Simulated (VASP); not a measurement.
Here is a VASP 6.6.1 calculation.

File INCAR:

```
SYSTEM = HfC
  PREC = Accurate
  ENCUT = 520
  EDIFF = 1E-6
  ISMEAR = -1
  SIGMA = 0.1
  LREAL = .False.
  LASPH = .True.
  NELM = 100
  ALGO = Normal
  ISIF = 2
  LWAVE = .False.
  LCHARG = .False.
  GGA = PE
  NBANDS = 22
```

KPOINTS

```
regular mesh
0
Gamma
  11 11 6
  0 0 0
```

File POSCAR:

```
HfC
1.0
    2.8302378127      0.0000000000      0.0000000000
   -1.4151189064      2.4510578446      0.0000000000
    0.0000000000      0.0000000000      5.1897757218
Hf C
2 2
Direct
    0.0000000000      0.0000000000      0.0000000000
    0.0000000000      0.0000000000      0.5000000000
    0.3333333333      0.6666666667      0.2500000000
    0.6666666667      0.3333333333      0.7500000000
```

Potentials or basis: VASP PAW PBE potentials, release 64 (Hf_pv, C).

Launch:

```console
$ cat potpaw_PBE.64/Hf_pv/POTCAR potpaw_PBE.64/C/POTCAR > POTCAR
$ mpirun -np 1 vasp_std > vasp.out
```

What does it give for the band gap on the k mesh?

Zero (band 14 reaches 10.62 eV, above the bottom of band 15 at 8.53 eV).

Estimate the pressure.

171.5 GPa.

Stress tensor (GPa, compression positive):
```
172.22   0.00   0.00
  0.00 172.22   0.00
  0.00   0.00 170.16
```

Caveat: spin-orbit coupling is left out, which moves the levels of the heavy elements.
